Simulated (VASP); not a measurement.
# SnTe (Fm-3m) in VASP: single point with LDA

Aim: the single point of SnTe with LDA.

All numbers are computed with VASP 6.6.1; they aren't measurements. Logs are shortened: lines on timing, memory, paths and dates and some standing lists are left out, and cuts for length are marked.

## Step 1: The cell of the first run

It takes space group Fm-3m (No. 225, cubic). The conventional cell has a = 6.302 Å, b = 6.302 Å, c = 6.302 Å, α = 90.00°, β = 90.00°, γ = 90.00°. Within 4.1 Å of Sn (site symmetry m-3m) lie 6 Te at 3.15 Å. Te (site symmetry m-3m) has 6 Sn at 3.15 Å within 4.1 Å.

## Step 2: Single point, LDA

INCAR

```
SYSTEM = SnTe
PREC = Accurate ; ENCUT = 500
EDIFF = 1E-6 ; ISMEAR = 0
SIGMA = 0.01 ; LREAL = .False.
LASPH = .True. ; NELM = 120
ALGO = Normal ; ISIF = 2
LWAVE = .False. ; LCHARG = .False.
NBANDS = 17 ; GGA_COMPAT = .False.
```

KPOINTS

```
regular mesh
0
Gamma
  6 6 6
  0 0 0
```

POSCAR

```
SnTe
1.0
    0.0000000000      3.1508500000      3.1508500000
    3.1508500000      0.0000000000      3.1508500000
    3.1508500000      3.1508500000      0.0000000000
Sn Te
1 1
Direct
    0.0000000000      0.0000000000      0.0000000000
    0.5000000000      0.5000000000      0.5000000000
```

Potentials or basis: VASP PAW LDA potentials, release 64 (Sn_d, Te).

The run is started by

```
$ cat potpaw_LDA.64/Sn_d/POTCAR potpaw_LDA.64/Te/POTCAR > POTCAR
$ mpirun -np 1 vasp_std > vasp.out
```

OUTCAR:

```text
SYSTEM = SnTe
   PREC = Accurate
   ENCUT = 500
   EDIFF = 1E-6
   ISMEAR = 0
   LREAL = .False.
   LASPH = .True.
   NELM = 120
   ISIF = 2

 ion  position               nearest neighbor table
   1  0.000  0.000  0.000-   2 3.15   2 3.15   2 3.15   2 3.15   2 3.15   2 3.15
   2  0.500  0.500  0.500-   1 3.15   1 3.15   1 3.15   1 3.15   1 3.15   1 3.15

  LATTYP: Found a face centered cubic cell.
 ALAT       =     6.3017000000

  Lattice vectors:

 A1 = (   0.0000000000,   3.1508500000,   3.1508500000)
 A2 = (   3.1508500000,   0.0000000000,   3.1508500000)
 A3 = (   3.1508500000,   3.1508500000,   0.0000000000)

Analysis of symmetry for initial positions (statically):
=====================================================================
 Subroutine PRICEL returns:
 Original cell was already a primitive cell.

 Routine SETGRP: Setting up the symmetry group for a
 face centered cubic supercell.

 Subroutine GETGRP returns: Found 48 space group operations
 (whereof 48 operations were pure point group operations)
 out of a pool of 48 trial point group operations.

The static configuration has the point symmetry O_h .

Analysis of symmetry for dynamics (positions and initial velocities):
=====================================================================
 Subroutine PRICEL returns:
 Original cell was already a primitive cell.

 Routine SETGRP: Setting up the symmetry group for a
 face centered cubic supercell.

 Subroutine GETGRP returns: Found 48 space group operations
 (whereof 48 operations were pure point group operations)
 out of a pool of 48 trial point group operations.

The dynamic configuration has the point symmetry O_h .

 Subroutine INISYM returns: Found 48 space group operations
 (whereof 48 operations are pure point group operations),
 and found     1 'primitive' translations

----------------------------------------------------------------------------------------

                                     Primitive cell

  volume of cell :      62.5624

  direct lattice vectors                    reciprocal lattice vectors
     0.000000000  3.150850000  3.150850000    -0.158687338  0.158687338  0.158687338
     3.150850000  0.000000000  3.150850000     0.158687338 -0.158687338  0.158687338
     3.150850000  3.150850000  0.000000000     0.158687338  0.158687338 -0.158687338

  length of vectors
     4.455974803  4.455974803  4.455974803     0.274854533  0.274854533  0.274854533

  position of ions in fractional coordinates (direct lattice)
     0.000000000  0.000000000  0.000000000
     0.500000000  0.500000000  0.500000000

  ion indices of the primitive-cell ions
   primitive index   ion index
                 1           1
                 2           2

----------------------------------------------------------------------------------------

 KPOINTS: regular mesh

Automatic generation of k-mesh.
 Grid dimensions read from file:
 generate k-points for:    6    6    6

 Generating k-lattice:

  Cartesian coordinates                     Fractional coordinates (reciprocal lattice)
    -0.026447890  0.026447890  0.026447890     0.166666667  0.000000000  0.000000000
     0.026447890 -0.026447890  0.026447890     0.000000000  0.166666667  0.000000000
     0.026447890  0.026447890 -0.026447890     0.000000000  0.000000000  0.166666667

  Length of vectors
     0.045809089  0.045809089  0.045809089

  Shift w.r.t. Gamma in fractional coordinates (k-lattice)
     0.000000000  0.000000000  0.000000000

 Subroutine IBZKPT returns following result:
 ===========================================

 Found     16 irreducible k-points:

 Following reciprocal coordinates:
            Coordinates               Weight
  0.000000  0.000000  0.000000      1.000000
  0.166667  0.000000  0.000000      8.000000
  0.333333  0.000000  0.000000      8.000000
  0.500000  0.000000  0.000000      4.000000
  0.166667  0.166667  0.000000      6.000000
  0.333333  0.166667  0.000000     24.000000
[... 8 lines left out ...]
 -0.333333  0.333333  0.166667     24.000000
 -0.333333  0.500000  0.166667     12.000000
   k-points           NKPTS =     16   k-points in BZ     NKDIM =     16   number of bands    NBANDS=     17
   number of dos      NEDOS =    301   number of ions     NIONS =      2
   total plane-waves  NPLWV =  32768
   dimension x,y,z NGX =    32 NGY =   32 NGZ =   32
   dimension x,y,z NGXF=    64 NGYF=   64 NGZF=   64
   ions per type =               1   1
   NGX,Y,Z   is equivalent  to a cutoff of  11.94, 11.94, 11.94 a.u.
   NGXF,Y,Z  is equivalent  to a cutoff of  23.88, 23.88, 23.88 a.u.
 SYSTEM =  SnTe
   PREC   = accura    normal or accurate (medium, high low for compatibility)
   ISTART =      0    job   : 0-new  1-cont  2-samecut
   ICHARG =      2    charge: 1-file 2-atom 10-const
   ISPIN  =      1    spin polarized calculation?
   LNONCOLLINEAR =      F non collinear calculations
   LSORBIT =      F    spin-orbit coupling
   LASPH  =      T    aspherical Exc in radial PAW
   ENCUT  =  500.0 eV  36.75 Ry    6.06 a.u.   8.12  8.12  8.12*2*pi/ulx,y,z
   NELM   =    120;   NELMIN=  2; NELMDL= -5     # of ELM steps
   EDIFF  = 0.1E-05   stopping-criterion for ELM
   LREAL  =      F    real-space projection
   EDIFFG = 0.1E-04   stopping-criterion for IOM
   NSW    =      0    number of steps for IOM
   IBRION =     -1    ionic relax: 0-MD 1-quasi-New 2-CG
   NFREE  =      0    steps in history (QN), initial steepest desc. (CG)
   ISIF   =      2    stress and relaxation
   ISYM   =      2    0-nonsym 1-usesym 2-fastsym
   POTIM  = 0.5000    time-step for ionic-motion
   TEBEG  =    0.0;   TEEND  =   0.0 temperature during run
   PSTRESS=    0.0 pullay stress
   NELECT =      20.0000    total number of electrons
   NUPDOWN=      -1.0000    fix difference up-down
   EMIN   =  10.00;   EMAX   =-10.00  energy-range for DOS
   EFERMI =   0.00;   METHOD = LEGACY
   ISMEAR =     0;   SIGMA  =   0.01  broadening in eV -4-tet -1-fermi 0-gaus
   EFERMI_NEDOS =   21; number of points for ismear=-14 and -15
   IALGO  =     38    algorithm
   IMIX   =      4    mixing-type and parameters
     AMIX     =   0.40;   BMIX     =  1.00
     AMIX_MAG =   1.60;   BMIX_MAG =  1.00
  volume/ion in A,a.u.               =      31.28       211.10
  Fermi-wavevector in a.u.,A,eV,Ry     =   1.119387  2.115336 17.048485  1.253028
  Thomas-Fermi vector in A             =   2.256026
   LORBIT       =      0    0 simple, 1 ext, 2 COOP (PROOUT), +10 PAW based schemes
   GGA     = CA    functional components
   LHFCALC =     F    Hartree Fock is set to
   AEXX    =    0.0000 exact exchange contribution
   IVDW    =     0    specifies the selected vdW correction
   LEPSILON=     F    determine dielectric tensor
   LRPA    =     F    only Hartree local field effects (RPA)
 non-spin polarized calculation
 Gauss-broadening in eV      SIGMA  =   0.01
  energy-cutoff  :      500.00
  volume of cell :       62.56
 maximum number of plane-waves:      1639
   NGX = 17   NGY = 17   NGZ = 17

 number of electron      20.0000011 magnetization

 Free energy of the ion-electron system (eV)
  ---------------------------------------------------
  ext. energy  EPLUGINS =         0.00000000
  ---------------------------------------------------
  free energy    TOTEN  =        -8.82529842 eV

  energy without entropy =       -8.82529842  energy(sigma->0) =       -8.82529842

 E-fermi :   6.7536     XC(G=0):  -9.7425

 val. band max:        6.6802904567   @ k =   0.5000   0.0000   0.0000
 cond. band min:       6.7977329986   @ k =   0.5000   0.0000   0.0000
 fundamental gap:      0.1174425419
 Fermi energy:         6.7536441186

 k-point     1 :       0.0000    0.0000    0.0000
  band No.  band energies     occupation
      1     -15.0721      2.00000
      2     -15.0721      2.00000
      3     -15.0626      2.00000
      4     -15.0626      2.00000
      5     -15.0626      2.00000
      6      -6.0865      2.00000
[... 9 lines left out ...]
     16      11.5106      0.00000
     17      13.4994      0.00000

 k-point     2 :       0.1667    0.0000    0.0000
  band No.  band energies     occupation
      1     -15.0732      2.00000
      2     -15.0732      2.00000
      3     -15.0621      2.00000
      4     -15.0610      2.00000
      5     -15.0610      2.00000
      6      -5.8554      2.00000
[... 9 lines left out ...]
     16      12.0652      0.00000
     17      15.1603      0.00000

 k-point     3 :       0.3333    0.0000    0.0000
  band No.  band energies     occupation
      1     -15.0758      2.00000
      2     -15.0758      2.00000
      3     -15.0613      2.00000
      4     -15.0575      2.00000
      5     -15.0575      2.00000
      6      -5.2533      2.00000
[... 9 lines left out ...]
     16      13.5785      0.00000
     17      17.3359      0.00000

 k-point     4 :       0.5000    0.0000    0.0000
  band No.  band energies     occupation
      1     -15.0772      2.00000
      2     -15.0772      2.00000
      3     -15.0609      2.00000
      4     -15.0556      2.00000
      5     -15.0556      2.00000
      6      -4.8052      2.00000
[... 9 lines left out ...]
     16      15.5744      0.00000
     17      15.5744      0.00000

 k-point     5 :       0.1667    0.1667    0.0000
  band No.  band energies     occupation
      1     -15.0760      2.00000
      2     -15.0709      2.00000
      3     -15.0635      2.00000
      4     -15.0598      2.00000
      5     -15.0598      2.00000
      6      -5.7798      2.00000
[... 9 lines left out ...]
     16      12.9271      0.00000
     17      13.9524      0.00000

 k-point     6 :       0.3333    0.1667    0.0000
  band No.  band energies     occupation
      1     -15.0794      2.00000
      2     -15.0717      2.00000
      3     -15.0631      2.00000
      4     -15.0575      2.00000
      5     -15.0566      2.00000
      6      -5.3023      2.00000
[... 9 lines left out ...]
     16      14.4204      0.00000
     17      15.7963      0.00000

 k-point     7 :       0.5000    0.1667    0.0000
  band No.  band energies     occupation
      1     -15.0801      2.00000
      2     -15.0745      2.00000
      3     -15.0607      2.00000
      4     -15.0565      2.00000
      5     -15.0548      2.00000
      6      -4.7469      2.00000
[... 9 lines left out ...]
     16      15.6671      0.00000
     17      16.1551      0.00000

 k-point     8 :      -0.3333    0.1667    0.0000
  band No.  band energies     occupation
      1     -15.0775      2.00000
      2     -15.0762      2.00000
      3     -15.0600      2.00000
      4     -15.0568      2.00000
      5     -15.0565      2.00000
      6      -4.8954      2.00000
[... 9 lines left out ...]
     16      14.8362      0.00000
     17      16.5559      0.00000

 k-point     9 :      -0.1667    0.1667    0.0000
  band No.  band energies     occupation
      1     -15.0755      2.00000
      2     -15.0739      2.00000
      3     -15.0616      2.00000
      4     -15.0596      2.00000
      5     -15.0582      2.00000
      6      -5.4972      2.00000
[... 9 lines left out ...]
     16      14.1813      0.00000
     17      14.5829      0.00000

 k-point    10 :       0.3333    0.3333    0.0000
  band No.  band energies     occupation
      1     -15.0850      2.00000
      2     -15.0685      2.00000
      3     -15.0655      2.00000
      4     -15.0543      2.00000
      5     -15.0543      2.00000
      6      -5.0130      2.00000
[... 9 lines left out ...]
     16      15.6821      0.00000
     17      15.9763      0.00000

 k-point    11 :       0.5000    0.3333    0.0000
  band No.  band energies     occupation
      1     -15.0866      2.00000
      2     -15.0695      2.00000
      3     -15.0644      2.00000
      4     -15.0534      2.00000
      5     -15.0527      2.00000
      6      -4.5993      2.00000
[... 9 lines left out ...]
     16      16.2620      0.00000
     17      16.8331      0.00000

 k-point    12 :      -0.3333    0.3333    0.0000
  band No.  band energies     occupation
      1     -15.0827      2.00000
      2     -15.0731      2.00000
      3     -15.0604      2.00000
      4     -15.0561      2.00000
      5     -15.0541      2.00000
      6      -4.5241      2.00000
[... 9 lines left out ...]
     16      14.3945      0.00000
     17      16.6859      0.00000

 k-point    13 :       0.5000    0.5000    0.0000
  band No.  band energies     occupation
      1     -15.0900      2.00000
      2     -15.0673      2.00000
      3     -15.0665      2.00000
      4     -15.0514      2.00000
      5     -15.0514      2.00000
      6      -4.5072      2.00000
[... 9 lines left out ...]
     16      17.2492      0.00000
     17      17.8095      0.00000

 k-point    14 :       0.5000    0.3333    0.1667
  band No.  band energies     occupation
      1     -15.0821      2.00000
      2     -15.0722      2.00000
      3     -15.0622      2.00000
      4     -15.0560      2.00000
      5     -15.0544      2.00000
      6      -4.8292      2.00000
[... 9 lines left out ...]
     16      15.0951      0.00000
     17      15.7698      0.00000

 k-point    15 :      -0.3333    0.3333    0.1667
  band No.  band energies     occupation
      1     -15.0825      2.00000
      2     -15.0733      2.00000
      3     -15.0593      2.00000
      4     -15.0583      2.00000
      5     -15.0529      2.00000
      6      -4.5237      2.00000
[... 9 lines left out ...]
     16      16.5797      0.00000
     17      16.6956      0.00000

 k-point    16 :      -0.3333    0.5000    0.1667
  band No.  band energies     occupation
      1     -15.0861      2.00000
      2     -15.0706      2.00000
      3     -15.0628      2.00000
      4     -15.0553      2.00000
      5     -15.0514      2.00000
      6      -4.4407      2.00000
[... 9 lines left out ...]
     16      16.8216      0.00000
     17      17.9626      0.00000

------------------------ aborting loop because EDIFF is reached ----------------------------------------

  FORCE on cell =-STRESS in cart. coord.  units (eV):
  Direction    XX          YY          ZZ          XY          YZ          ZX
  --------------------------------------------------------------------------------------
  -------------------------------------------------------------------------------------
  Total       -0.5992401     -0.5992401     -0.5992401     -0.0000000      0.0000000     -0.0000000
  in kB      -15.3461088    -15.3461088    -15.3461088     -0.0000000      0.0000000     -0.0000000
  external PRESSURE =     -15.3461088 kB  Pullay stress =       0.0000000 kB

 VOLUME and BASIS-vectors are now :
 -----------------------------------------------------------------------------
  energy-cutoff  :      500.00
  volume of cell :       62.56
      direct lattice vectors                 reciprocal lattice vectors
     0.000000000  3.150850000  3.150850000    -0.158687338  0.158687338  0.158687338
     3.150850000  0.000000000  3.150850000     0.158687338 -0.158687338  0.158687338
     3.150850000  3.150850000  0.000000000     0.158687338  0.158687338 -0.158687338

 POSITION                                       TOTAL-FORCE (eV/Angst)
 -----------------------------------------------------------------------------------
      0.00000      0.00000      0.00000         0.000000     -0.000000     -0.000000
      3.15085      3.15085      3.15085        -0.000000      0.000000      0.000000
 -----------------------------------------------------------------------------------
    total drift:                                0.000000     -0.000000     -0.000000

  FREE ENERGIE OF THE ION-ELECTRON SYSTEM (eV)
  ---------------------------------------------------
  free  energy   TOTEN  =        -8.8252984153 eV

  energy  without entropy=       -8.8252984153  energy(sigma->0) =       -8.82529842
```

Wall time 13 s (1 thread of Intel Xeon Platinum 8488C (Sapphire Rapids), shared host); peak memory 0.15 GiB.

What came out:

```yaml
Free_energy: -8.8253 eV
Pressure: -1.5 GPa
Band_gap_on_the_k_mesh: 0.12 eV
```

Caveat: spin-orbit coupling is left out, which moves the levels of the heavy elements.
